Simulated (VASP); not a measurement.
# InSb (I-4m2) in VASP: notebook, part 2 of 2

VASP 6.6.1. Earlier steps stand in the parts before.

**3. Single point, PBEsol (strained cell)**

Contents of INCAR:

```
ALGO = Normal
EDIFF = 1E-6
ENCUT = 500
GGA = PS
GGA_COMPAT = F
ISIF = 2
ISMEAR = 0
LASPH = T
LCHARG = F
LREAL = F
LWAVE = F
NBANDS = 16
NELM = 120
PREC = Accurate
SIGMA = 0.1
```

Contents of KPOINTS:

```
k-points
0
Gamma
  10 10 10
```

Contents of POSCAR:

```
InSb
1.0
    0.0000000000      3.2700128435      3.2273852557
    3.2700128435      0.0000000000      3.2273852557
    3.2700128435      3.2700128435      0.0000000000
In Sb
1 1
Direct
    0.0000000000      0.0000000000      0.0000000000
    0.2500000000      0.2500000000      0.2500000000
```

Potentials or basis: VASP PAW PBE potentials, release 64 (In_d, Sb).

Started as:

```console
> cat potpaw_PBE.64/In_d/POTCAR potpaw_PBE.64/Sb/POTCAR > POTCAR
> mpirun -np 1 vasp_std > vasp.out
```

OUTCAR:

```text
EDIFF = 1E-6
   ENCUT = 500
   GGA = PS
   ISIF = 2
   ISMEAR = 0
   LASPH = T
   LREAL = F
   NELM = 120
   PREC = Accurate

 ion  position               nearest neighbor table
   1  0.000  0.000  0.000-   2 2.82   2 2.82   2 2.82   2 2.82
   2  0.250  0.250  0.250-   1 2.82   1 2.82   1 2.82   1 2.82

  LATTYP: Found a body centered tetragonal cell.
 ALAT       =     4.6244965124
 C/A-ratio  =     1.3957780040

  Lattice vectors:

[... 643 lines left out ...]

------------------------ aborting loop because EDIFF is reached ----------------------------------------

  FORCE on cell =-STRESS in cart. coord.  units (eV):
  Direction    XX          YY          ZZ          XY          YZ          ZX
  --------------------------------------------------------------------------------------
  -------------------------------------------------------------------------------------
  Total        0.0226209      0.0226209      0.1733363      0.0000000      0.0000000      0.0000000
  in kB        0.5250987      0.5250987      4.0236510      0.0000000      0.0000000      0.0000000
  external PRESSURE =       1.6912828 kB  Pullay stress =       0.0000000 kB

 VOLUME and BASIS-vectors are now :
 -----------------------------------------------------------------------------
  energy-cutoff  :      500.00
  volume of cell :       69.02
      direct lattice vectors                 reciprocal lattice vectors
     0.000000000  3.270012843  3.227385256    -0.152904598  0.152904598  0.154924176
     3.270012843  0.000000000  3.227385256     0.152904598 -0.152904598  0.154924176
     3.270012843  3.270012843  0.000000000     0.152904598  0.152904598 -0.154924176

 POSITION                                       TOTAL-FORCE (eV/Angst)
 -----------------------------------------------------------------------------------
      0.00000      0.00000      0.00000        -0.000000     -0.000000     -0.000000
      1.63501      1.63501      1.61369         0.000000      0.000000      0.000000
 -----------------------------------------------------------------------------------
    total drift:                               -0.000000     -0.000000      0.000000

  FREE ENERGIE OF THE ION-ELECTRON SYSTEM (eV)
  ---------------------------------------------------
  free  energy   TOTEN  =        -7.6988794400 eV

  energy  without entropy=       -7.6986907339  energy(sigma->0) =       -7.69878509
```

OSZICAR:

```text
N       E                     dE             d eps       ncg     rms          rms(c)
DAV:   1     0.111690961622E+03    0.11169E+03   -0.77506E+03  3264   0.108E+03
DAV:   2    -0.676057761310E+00   -0.11237E+03   -0.10859E+03  3712   0.277E+02
DAV:   3    -0.763484115736E+01   -0.69588E+01   -0.69309E+01  4144   0.716E+01
DAV:   4    -0.783082173273E+01   -0.19598E+00   -0.19595E+00  4304   0.138E+01
DAV:   5    -0.784099131442E+01   -0.10170E-01   -0.10169E-01  4800   0.255E+00    0.395E+00
DAV:   6    -0.772174193868E+01    0.11925E+00   -0.17429E-01  4784   0.680E+00    0.225E+00
DAV:   7    -0.769923611186E+01    0.22506E-01   -0.66178E-02  4472   0.264E+00    0.599E-01
DAV:   8    -0.769846682579E+01    0.76929E-03   -0.75427E-03  4288   0.997E-01    0.252E-01
DAV:   9    -0.769888491387E+01   -0.41809E-03   -0.85944E-04  3952   0.255E-01    0.829E-02
DAV:  10    -0.769885921492E+01    0.25699E-04   -0.47805E-05  4392   0.493E-02    0.354E-02
DAV:  11    -0.769887885047E+01   -0.19636E-04   -0.34873E-05  3808   0.499E-02    0.230E-02
DAV:  12    -0.769887943997E+01   -0.58950E-06   -0.11354E-06  3264   0.891E-03
   1 F= -.76988794E+01 E0= -.76987851E+01  d E =-.188706E-03
```

Wall time 1.7 min (1 thread of Intel Xeon Platinum 8375C at 2.90GHz (Ice Lake), shared host); peak memory 0.27 GiB.

Results:

```yaml
Free_energy: -7.6989 eV
Pressure: 0.2 GPa
Band_gap_on_the_k_mesh: 0.06 eV
```

Stress tensor (GPa, compression positive):
```
0.05 0.00 0.00
0.00 0.05 0.00
0.00 0.00 0.40
```

Levels at points of the mesh, in eV from the valence-band top:
| k point | band 7 | band 8 | band 9 | band 10 | band 11 | band 12 |
| --- | --- | --- | --- | --- | --- | --- |
| (0.00, 0.00, 0.00) | -0.33 | 0.00 | 0.00 | 0.06 | 2.94 | 2.96 |
| (0.50, 0.00, 0.00) | -5.57 | -1.01 | -0.93 | 0.47 | 3.76 | 3.83 |
| (0.50, 0.50, 0.00) | -5.82 | -2.25 | -2.25 | 1.23 | 1.26 | 8.06 |
| (0.50, 0.00, 0.50) | -5.88 | -2.19 | -2.18 | 1.33 | 1.33 | 8.02 |

Caveat: the cell differs from its parent crystal (strained cell); the smearing spreads over this small gap; semilocal functionals underestimate gaps, and a narrow one can read as zero; the PAW data sets were made with another functional, which shifts forces and pressure a little; spin-orbit coupling is left out, which moves the levels of the heavy elements.

**4. Single point, PBEsol (strained cell)**

Contents of INCAR:

```
SYSTEM = InSb
PREC     = Accurate       ! precision mode
ENCUT    = 500            ! plane-wave cutoff, eV
EDIFF    = 1E-6           ! SCF threshold, eV
ISMEAR   = 0              ! smearing method
SIGMA    = 0.1            ! smearing width, eV
LREAL    = .FALSE.        ! projectors in reciprocal space
LASPH    = .TRUE.         ! aspherical terms in the spheres
NELM     = 120            ! most SCF steps
ALGO     = Normal         ! electronic algorithm
ISIF     = 2              ! what is computed and relaxed
LWAVE    = .FALSE.        ! write WAVECAR
LCHARG   = .TRUE.         ! write CHGCAR
GGA      = PS             ! functional
LELF     = .TRUE.         ! ELF
LVHAR    = .TRUE.       
NBANDS   = 16             ! bands
GGA_COMPAT= .FALSE.
```

Contents of KPOINTS:

```
Automatic mesh
0
G
  10 10 10
  0 0 0
```

Contents of POSCAR:

```
InSb
1.0
    0.0000000000      3.2710609071      3.2273852557
    3.2710609071      0.0000000000      3.2273852557
    3.2710609071      3.2710609071      0.0000000000
In Sb
1 1
Direct
    0.0000000000      0.0000000000      0.0000000000
    0.2500000000      0.2500000000      0.2500000000
```

Potentials or basis: VASP PAW PBE potentials, release 64 (In_d, Sb).

Started as:

```console
> cat potpaw_PBE.64/In_d/POTCAR potpaw_PBE.64/Sb/POTCAR > POTCAR
> mpirun -np 1 vasp_std > vasp.out
```

OUTCAR:

```text
SYSTEM = InSb
   PREC = Accurate
   ENCUT = 500
   EDIFF = 1E-6
   ISMEAR = 0
   LREAL = .FALSE.
   LASPH = .TRUE.
   NELM = 120
   ISIF = 2
   GGA = PS

 ion  position               nearest neighbor table
   1  0.000  0.000  0.000-   2 2.82   2 2.82   2 2.82   2 2.82
   2  0.250  0.250  0.250-   1 2.82   1 2.82   1 2.82   1 2.82

  LATTYP: Found a body centered tetragonal cell.
 ALAT       =     4.6259786982
 C/A-ratio  =     1.3953307900

  Lattice vectors:

[... 645 lines left out ...]

  FORCE on cell =-STRESS in cart. coord.  units (eV):
  Direction    XX          YY          ZZ          XY          YZ          ZX
  --------------------------------------------------------------------------------------
  -------------------------------------------------------------------------------------
  Total        0.0092756      0.0092756      0.1637242      0.0000000      0.0000000      0.0000000
  in kB        0.2151768      0.2151768      3.7980922      0.0000000      0.0000000      0.0000000
  external PRESSURE =       1.4094819 kB  Pullay stress =       0.0000000 kB

 VOLUME and BASIS-vectors are now :
 -----------------------------------------------------------------------------
  energy-cutoff  :      500.00
  volume of cell :       69.07
      direct lattice vectors                 reciprocal lattice vectors
     0.000000000  3.271060907  3.227385256    -0.152855607  0.152855607  0.154924176
     3.271060907  0.000000000  3.227385256     0.152855607 -0.152855607  0.154924176
     3.271060907  3.271060907  0.000000000     0.152855607  0.152855607 -0.154924176

 POSITION                                       TOTAL-FORCE (eV/Angst)
 -----------------------------------------------------------------------------------
      0.00000      0.00000      0.00000         0.000000      0.000000      0.000000
      1.63553      1.63553      1.61369        -0.000000     -0.000000     -0.000000
 -----------------------------------------------------------------------------------
    total drift:                               -0.000000     -0.000000      0.000000

  FREE ENERGIE OF THE ION-ELECTRON SYSTEM (eV)
  ---------------------------------------------------
  free  energy   TOTEN  =        -7.6988984395 eV

  energy  without entropy=       -7.6987100157  energy(sigma->0) =       -7.69880423
```

Run time: 1.7 min. Hardware: 1 thread of Intel Xeon Platinum 8375C at 2.90GHz (Ice Lake), shared host; peak memory 0.27 GiB.

Results:

* Free energy: -7.6989 eV
* Pressure: 0.1 GPa
* Band gap on the k mesh: 0.06 eV

Caveat: the cell differs from its parent crystal (strained cell); the smearing spreads over this small gap; semilocal functionals underestimate gaps, and a narrow one can read as zero; the PAW data sets were made with another functional, which shifts forces and pressure a little; spin-orbit coupling is left out, which moves the levels of the heavy elements. A k mesh can miss the band edges.

**5. Single point, PBEsol**

Contents of INCAR:

```
SYSTEM = InSb
PREC     = Accurate       ! precision mode
ENCUT    = 500            ! plane-wave cutoff, eV
EDIFF    = 1E-6           ! SCF threshold, eV
ISMEAR   = 0              ! smearing method
SIGMA    = 0.01           ! smearing width, eV
LREAL    = .False.        ! projectors in reciprocal space
LASPH    = .True.         ! aspherical terms in the spheres
NELM     = 120            ! most SCF steps
ALGO     = Normal         ! electronic algorithm
ISIF     = 2              ! what is computed and relaxed
LWAVE    = .False.        ! write WAVECAR
LCHARG   = .False.        ! write CHGCAR
GGA      = PS             ! functional
NBANDS   = 16             ! bands
GGA_COMPAT= .False.
```

Contents of KPOINTS:

```
Automatic mesh
0
Gamma
  10 10 10
  0 0 0
```

POSCAR is that of step 4.

Started as:

```console
> cat potpaw_PBE.64/In_d/POTCAR potpaw_PBE.64/Sb/POTCAR > POTCAR
> mpirun -np 1 vasp_std > vasp.out
```

Run time: 1.7 min. Hardware: 1 thread of Intel Xeon Platinum 8375C at 2.90GHz (Ice Lake), shared host; peak memory 0.27 GiB.

It converged, with:

```
Free energy            : -7.6988 eV
Pressure               : 0.1 GPa
Band gap on the k mesh : 0.06 eV
```

Stress tensor (GPa, compression positive):
```
0.03 0.00 0.00
0.00 0.03 0.00
0.00 0.00 0.37
```

Levels at points of the mesh, in eV from the valence-band top:
| k point | band 5 | band 6 | band 7 | band 8 | band 9 | band 10 | band 11 | band 12 | band 13 | band 14 |
| --- | --- | --- | --- | --- | --- | --- | --- | --- | --- | --- |
| (0.00, 0.00, 0.00) | -14.40 | -10.63 | -0.33 | 0.00 | 0.00 | 0.06 | 2.94 | 2.97 | 2.97 | 5.57 |
| (0.50, 0.00, 0.00) | -14.40 | -9.29 | -5.56 | -1.01 | -0.92 | 0.46 | 3.76 | 3.83 | 5.99 | 8.10 |
| (0.50, 0.50, 0.00) | -14.39 | -8.68 | -5.82 | -2.25 | -2.25 | 1.23 | 1.26 | 8.06 | 8.06 | 8.68 |
| (0.50, 0.00, 0.50) | -14.40 | -8.71 | -5.88 | -2.19 | -2.18 | 1.33 | 1.33 | 8.01 | 8.07 | 8.60 |

Caveat: semilocal functionals underestimate gaps, and a narrow one can read as zero; the PAW data sets were made with another functional, which shifts forces and pressure a little; spin-orbit coupling is left out, which moves the levels of the heavy elements. A k mesh can miss the band edges.

**6. The runs side by side**

```tsv
cell	smearing	gap on the mesh (eV)	pressure (GPa)
a = 4.593, b = 4.593, c = 4.622 Å, angles 59.8, 59.8, 60.4°, 2 atoms	gaussian 0.1 eV	0.06	0.2
a = 4.594, b = 4.594, c = 4.624 Å, angles 59.8, 59.8, 60.4°, 2 atoms	gaussian 0.1 eV	0.06	0.2
a = 4.595, b = 4.595, c = 4.626 Å, angles 59.8, 59.8, 60.4°, 2 atoms	gaussian 0.1 eV	0.06	0.1
a = 4.595, b = 4.595, c = 4.626 Å, angles 59.8, 59.8, 60.4°, 2 atoms	gaussian 0.01 eV	0.06	0.1
```

Alike in all rows: task single point; level PBEsol; potentials or basis VASP PAW PBE potentials, release 64 (In_d, Sb); no spin polarisation; k mesh 10 × 10 × 10; cutoff (eV) 500.

Caveats: semilocal functionals underestimate gaps, and a narrow one can read as zero; the PAW data sets were made with another functional, which shifts forces and pressure a little; spin-orbit coupling is left out, which moves the levels of the heavy elements; the smearing spreads over this small gap (at least some runs).

Total energies depend on the potentials used, so only differences within one code and one set of settings carry meaning.
